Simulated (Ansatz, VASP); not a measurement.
## TlH3 in VASP and in Ansatz

Contents of INCAR:

```
PREC = Accurate
ENCUT = 600
EDIFF = 1E-6
ISMEAR = 0
SIGMA = 0.1
LREAL = False
LASPH = True
NELM = 60
ALGO = Normal
ISIF = 3
LWAVE = False
LCHARG = False
GGA = PE
IBRION = 2
NSW = 100
EDIFFG = -0.01
```

File KPOINTS:

```
regular mesh
0
Gamma
  14 14 14
```

POSCAR

```
TlH3
1.0
    3.4596438533      0.0000000000      0.0000000000
    0.0000000000      3.4596438533      0.0000000000
    0.0000000000      0.0000000000      3.4596438533
Tl H
1 3
Direct
    0.0000000000      0.0000000000      0.0000000000
    0.0000000000      0.5000000000      0.5000000000
    0.5000000000      0.0000000000      0.5000000000
    0.5000000000      0.5000000000      0.0000000000
```

Input for Ansatz:

```yaml
crystal:
  lattice:
    - [3.4596438533, 0.0, 0.0]
    - [0.0, 3.4596438533, 0.0]
    - [0.0, 0.0, 3.4596438533]
  atoms:
    - { symbol: Tl, position: [0.0, 0.0, 0.0] }
    - { symbol: H, position: [0.0, 0.5, 0.5] }
    - { symbol: H, position: [0.5, 0.0, 0.5] }
    - { symbol: H, position: [0.5, 0.5, 0.0] }
basis:
  ecutwfc: 420
kpoints:
  mp_grid: { grid: [14, 14, 14] }
hamiltonian:
  xc: pbe
scf:
  occupations: { method: gaussian, width: 0.1 }
output:
  forces: true
  stress: true
  eigenvalues: true
relax:
  adjacent_minimum: "off"
  f_tol: 0.01
  max_steps: 80
  cell: { stress_tol: 0.05 }
```

Alike in both runs: task relaxation of cell and atoms; functional PBE; k mesh 14 × 14 × 14; occupations gaussian, width 0.1 eV; no spin polarisation.

|  | VASP | Ansatz |
| --- | --- | --- |
| version | VASP 6.6.1 | Ansatz 0.2.0 |
| potentials or method | VASP PAW PBE potentials, release 64 (Tl_d, H), cutoff 600 eV | scalar-relativistic, plane waves, PAW |
| valence electrons in the cell | 16 | 16 |

```tsv
	VASP	Ansatz	Ansatz less VASP
gap on the k mesh at the Fermi level, each at its own relaxed structure (eV)	none	none	-
relaxed volume (Å³/atom)	10.37	10.39	+0.023
relaxed length of the cell vector where the two differ most in proportion (Å)	3.462	3.464	+0.0025
```

A gap of «none» marks a metal or a gap that the smearing closes.

Spin-orbit coupling is off throughout.
